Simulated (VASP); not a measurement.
# Ag (Im-3m) in VASP: notebook, part 2 of 2

VASP 6.6.1.

## Step 5: Relaxation of cell and atoms, B3LYP

File POSCAR:

```
Ag
1.0
   -1.6556540000      1.6556540000      1.6556540000
    1.6556540000     -1.6556540000      1.6556540000
    1.6556540000      1.6556540000     -1.6556540000
Ag
1
Direct
    0.0000000000      0.0000000000      0.0000000000
```

File INCAR.step1:

```
SYSTEM = Ag
PREC = Accurate ; ENCUT = 600
EDIFF = 1E-5 ; ISMEAR = -1
SIGMA = 0.05 ; LREAL = .FALSE.
LASPH = .TRUE. ; NELM = 80
ALGO = Normal ; LWAVE = .TRUE.
LCHARG = .FALSE. ; GGA = PE
NBANDS = 12
```

File INCAR.step2:

```
SYSTEM = Ag
PREC = Accurate ; ENCUT = 600
EDIFF = 1E-6 ; ISMEAR = -1
SIGMA = 0.05 ; LREAL = .FALSE.
LASPH = .TRUE. ; NELM = 80
ALGO = Normal ; ISIF = 3
LWAVE = .FALSE. ; LCHARG = .FALSE.
GGA = B3 ; LHFCALC = .TRUE.
AEXX = 0.2 ; AGGAX = 0.72
AGGAC = 0.81 ; ALDAC = 0.19
PRECFOCK = Normal ; IBRION = 2
NSW = 60 ; EDIFFG = -0.01
ISTART = 1
```

File KPOINTS:

```
Automatic mesh
0
G
  6 6 6
  0 0 0
```

Potentials or basis: VASP PAW PBE potentials, release 64 (Ag).

On the command line:

```console
> cat potpaw_PBE.64/Ag/POTCAR > POTCAR
> cp INCAR.step1 INCAR
> mpirun -np 1 vasp_std > vasp.out
> cp INCAR.step2 INCAR
> mpirun -np 1 vasp_std > vasp.out
```

OUTCAR:

```text
SYSTEM = Ag
   PREC = Accurate
   ENCUT = 600
   EDIFF = 1E-6
   ISMEAR = -1
   LREAL = .FALSE.
   LASPH = .TRUE.
   NELM = 80
   ISIF = 3
   GGA = B3
   LHFCALC = .TRUE.
   AEXX = 0.2
   PRECFOCK = Normal
   IBRION = 2
   NSW = 60
   EDIFFG = -0.01
   ISTART = 1

 ion  position               nearest neighbor table
   1  0.000  0.000  0.000-

  LATTYP: Found a body centered cubic cell.
 ALAT       =     3.3113080000

  Lattice vectors:

 A1 = (  -1.6556540000,   1.6556540000,   1.6556540000)
 A2 = (   1.6556540000,  -1.6556540000,   1.6556540000)
 A3 = (   1.6556540000,   1.6556540000,  -1.6556540000)

Analysis of symmetry for initial positions (statically):
=====================================================================
 Subroutine PRICEL returns:
 Original cell was already a primitive cell.

 Routine SETGRP: Setting up the symmetry group for a
 body centered cubic supercell.

 Subroutine GETGRP returns: Found 48 space group operations
[... 9 lines left out ...]

[... 200 lines left out ...]
 cond. band min:       7.1965631634   @ k =   0.3333   0.1667   0.0000
 fundamental gap:      0.8499432828
 Fermi energy:         7.1839932010

 k-point     1 :       0.0000    0.0000    0.0000
  band No.  band energies     occupation
      1      -0.8798      2.00000
      2       0.9892      2.00000
      3       0.9892      2.00000
      4       0.9893      2.00000
      5       2.1060      2.00000
      6       2.1060      2.00000
      7      25.7090      0.00000
      8      25.7090      0.00000
      9      25.7090      0.00000
[... 169 lines left out ...]
 k-point    16 :       0.5000    0.5000    0.5000
  band No.  band energies     occupation
      1      -0.1652      2.00000
      2      -0.1652      2.00000
      3       2.8254      2.00000
      4       2.8254      2.00000
      5       2.8254      2.00000
      6      14.3974      0.00000
      7      14.3974      0.00000
      8      14.3974      0.00000
      9      19.1936      0.00000

------------------------ aborting loop because EDIFF is reached ----------------------------------------

  FORCE on cell =-STRESS in cart. coord.  units (eV):
  Direction    XX          YY          ZZ          XY          YZ          ZX
  --------------------------------------------------------------------------------------
  -------------------------------------------------------------------------------------
  Total        0.0034585      0.0034585      0.0034585     -0.0000000     -0.0000000     -0.0000000
  in kB        0.2858173      0.2858173      0.2858173     -0.0000000     -0.0000000     -0.0000000
  external PRESSURE =       0.2858173 kB  Pullay stress =       0.0000000 kB

 VOLUME and BASIS-vectors are now :
 -----------------------------------------------------------------------------
  energy-cutoff  :      600.00
  volume of cell :       19.39
      direct lattice vectors                 reciprocal lattice vectors
    -1.692329985  1.692329985  1.692329985     0.000000000  0.295450654  0.295450654
     1.692329985 -1.692329985  1.692329985     0.295450654  0.000000000  0.295450654
     1.692329985  1.692329985 -1.692329985     0.295450654  0.295450654  0.000000000

 POSITION                                       TOTAL-FORCE (eV/Angst)
 -----------------------------------------------------------------------------------
      0.00000      3.38466      0.00000         0.000000      0.000000      0.000000
 -----------------------------------------------------------------------------------
    total drift:                               -0.000000     -0.000000      0.000000

  FREE ENERGIE OF THE ION-ELECTRON SYSTEM (eV)
  ---------------------------------------------------
  free  energy   TOTEN  =        -2.3321685348 eV

  energy  without entropy=       -2.3169349433  energy(sigma->0) =       -2.32455174

 reached required accuracy - stopping structural energy minimisation
```

OUTCAR.step1:

```text
SYSTEM = Ag
   PREC = Accurate
   ENCUT = 600
   EDIFF = 1E-5
   ISMEAR = -1
   LREAL = .FALSE.
[... 445 lines left out ...]
 -----------------------------------------------------------------------------------
      0.00000      0.00000      0.00000        -0.000000     -0.000000     -0.000000
 -----------------------------------------------------------------------------------
    total drift:                                0.000000     -0.000000     -0.000000

  FREE ENERGIE OF THE ION-ELECTRON SYSTEM (eV)
  ---------------------------------------------------
  free  energy   TOTEN  =        -2.5993413976 eV

  energy  without entropy=       -2.5839736656  energy(sigma->0) =       -2.59165753
```

OSZICAR.step1:

```text
N       E                     dE             d eps       ncg     rms          rms(c)
DAV:   1     0.599111848543E+02    0.59911E+02   -0.57237E+03   384   0.902E+02
DAV:   2    -0.169708183409E+01   -0.61608E+02   -0.58173E+02   452   0.210E+02
DAV:   3    -0.283909620838E+01   -0.11420E+01   -0.11414E+01   460   0.293E+01
DAV:   4    -0.284295678147E+01   -0.38606E-02   -0.38605E-02   428   0.182E+00
DAV:   5    -0.284299292131E+01   -0.36140E-04   -0.36140E-04   452   0.158E-01    0.451E+00
DAV:   6    -0.260764209407E+01    0.23535E+00   -0.97727E-01   412   0.867E+00    0.303E+00
DAV:   7    -0.260173475542E+01    0.59073E-02   -0.64064E-03   432   0.776E-01    0.175E+00
DAV:   8    -0.259933394327E+01    0.24008E-02   -0.74264E-04   420   0.231E-01    0.795E-02
DAV:   9    -0.259934139765E+01   -0.74544E-05   -0.76578E-06   352   0.216E-02
   1 F= -.25993414E+01 E0= -.25916575E+01  d E =-.153677E-01
```

Wall time 30 min (1 thread of AMD EPYC 7R13, shared host); peak memory 0.13 GiB.

Results:

- Free energy: -2.3322 eV
- Relaxed volume: 19.39 Å³/atom
- Relaxed cell: a = 2.931 Å, b = 2.931 Å, c = 2.931 Å, α = 109.47°, β = 109.47°, γ = 109.47°
- Space group after relaxing (to 0.05 Å): Im-3m (No. 229)
- Energy gained by relaxing: 20.2 meV/atom
- Ionic steps: 2
- Pressure after relaxing: 0.0 GPa

The path:
| step | energy change (eV) | largest force (eV/Å) | pressure (GPa) | volume (Å³) |
| --- | --- | --- | --- | --- |
| 1 | 0.0000 | 0.0000 | 4.05 | 18.15 |
| 2 | -0.0202 | 0.0000 | 0.03 | 19.39 |

Final structure:
```yaml
crystal:
  lattice:
    - [-1.69233, 1.69233, 1.69233]
    - [1.69233, -1.69233, 1.69233]
    - [1.69233, 1.69233, -1.69233]
  atoms:
    - { symbol: Ag, position: [0.00000, 0.00000, 0.00000] }
```

Caveat: the k points lie up to 0.44 Å⁻¹ apart in the final cell; the PAW data sets were made with another functional, which shifts forces and pressure a little.

## Step 6: Overview

| task | level | cell | cutoff (eV) | share of exact exchange | screening parameter | gap on the mesh (eV) | pressure (GPa) |
| --- | --- | --- | --- | --- | --- | --- | --- |
| single point | PBE-based screened hybrid | a = 2.868 Å, angles 109.5°, 1 atom | 520 | 0.25 | 0.3 1/Å | none | -0.4 |
| single point | PBE-based screened hybrid | a = 2.861 Å, angles 109.5°, 1 atom | 520 | 0.25 | 0.3 1/Å | none | 0.1 |
| single point | PBEsol-based screened hybrid | a = 2.868 Å, angles 109.5°, 1 atom | 520 | 0.25 | 0.207 1/Å | none | -5.2 |
| relaxation of cell and atoms | B3LYP | relaxed from a = 2.868 Å, angles 109.5°, 1 atom | 600 | - | - | none | 0.0 |

Alike in all rows: potentials or basis VASP PAW PBE potentials, release 64 (Ag); no spin polarisation; k mesh 6 × 6 × 6; smearing fermi-dirac 0.05 eV.

Caveats: all runs use coarse meshes; the PAW data sets were made with another functional, which shifts forces and pressure a little.

Absolute energies hang on the potentials; compare differences alone.
